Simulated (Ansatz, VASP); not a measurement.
Mn: VASP beside Ansatz

File INCAR:

```
PREC = Accurate
ENCUT = 520
EDIFF = 1E-7
ISMEAR = -1
SIGMA = 0.05
LREAL = False
LASPH = True
NELM = 150
ALGO = Normal
ISIF = 2
LWAVE = False
LCHARG = False
ISPIN = 2
MAGMOM = 0.7 -0.7
LORBIT = 11
LMAXMIX = 4
GGA = RE
NBANDS = 24
```

Contents of KPOINTS:

```
Automatic mesh
0
Gamma
  16 16 9
```

Contents of POSCAR:

```
Mn
1.0
    2.5640331274      0.0000000000      0.0000000000
   -1.2820165637      2.2205178245      0.0000000000
    0.0000000000      0.0000000000      4.1628809332
Mn
2
Direct
    0.3333333333      0.6666666667      0.2500000000
    0.6666666667      0.3333333333      0.7500000000
```

Input for Ansatz:

```yaml
crystal:
  lattice:
    - [2.5640331274, 0.0, 0.0]
    - [-1.2820165637, 2.2205178245, 0.0]
    - [0.0, 0.0, 4.1628809332]
  atoms:
    - { symbol: Mn, position: [0.3333333333, 0.6666666667, 0.25], spin: 0.7 }
    - { symbol: Mn, position: [0.6666666667, 0.3333333333, 0.75], spin: -0.7 }
hamiltonian:
  xc: revpbe
  pseudopotentials:
    kind: paw
    azcp:
      Mn: "pseudopotentials/Mn.paw.azcp"
basis:
  ecutwfc: 420
  fft_grid_basis: typed
kpoints:
  mp_grid: { grid: [16, 16, 9], shift: [0, 0, 0] }
magnetization:
  spin_polarized: true
scf:
  occupations: { method: fermi_dirac, width: 0.05 }
  lower_state_search: "off"
output:
  stress: true
  write_density: true
  write_potential: true
  elf: true
  volumetric_format: npy
```

Alike in both runs: task single point; functional revPBE; k mesh 16 × 16 × 9; occupations fermi-dirac, width 0.05 eV; collinear spin.

```csv
,VASP,Ansatz
version,VASP 6.6.1,Ansatz 0.2.0
potentials or method,"VASP PAW PBE potentials, release 64 (Mn_pv), cutoff 520 eV","plane waves (420 eV) with PAW, scalar-relativistic"
valence electrons in the cell,26,30
```

VASP gave:

- pressure (GPa): -11.6
- traceless stress, the component that is largest in VASP (GPa): 1.45
- net moment per atom (μB): 0.00
- size of the moment on the site where the two differ most (μB): 1.29

Task: Estimate Ansatz's values.

Result: Pressure (GPa): -12.1; traceless stress, the component that is largest in VASP (GPa): 1.41; net moment per atom (μB): 0.00; size of the moment on the site where the two differ most (μB): 1.23.

VASP's potentials were made for PBE, not for revPBE. Site moments also hang on the region over which each program counts them. The functional is the same, so the differences come from potentials, cutoffs and numerics. VASP's potentials hold 26 valence electrons a cell and Ansatz's 30, so a difference there can come from the potentials and not from the codes.
